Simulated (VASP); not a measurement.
A run of VASP 6.6.1 is set up as follows.

Contents of INCAR:

```
PREC = Accurate
ENCUT = 520
EDIFF = 1E-6
ISMEAR = 0
SIGMA = 0.022
LREAL = False
LASPH = True
NELM = 100
ALGO = Normal
ISIF = 2
LWAVE = False
LCHARG = True
GGA = PE
LELF = True
LVHAR = True
NBANDS = 18
```

The input KPOINTS:

```
regular mesh
0
Gamma
  7 7 7
```

File POSCAR:

```
BiTe
1.0
    0.0000000000      3.2350000000      3.2350000000
    3.2350000000      0.0000000000      3.2350000000
    3.2350000000      3.2350000000      0.0000000000
Bi Te
1 1
Direct
    0.0000000000      0.0000000000      0.0000000000
    0.5000000000      0.5000000000      0.5000000000
```

Potentials or basis: VASP PAW PBE potentials, release 64 (Bi_d, Te).

Command:

```sh
$ cat potpaw_PBE.64/Bi_d/POTCAR potpaw_PBE.64/Te/POTCAR > POTCAR
$ mpirun -np 1 vasp_std > vasp.out
```

Estimate the pressure.

0.9 GPa.
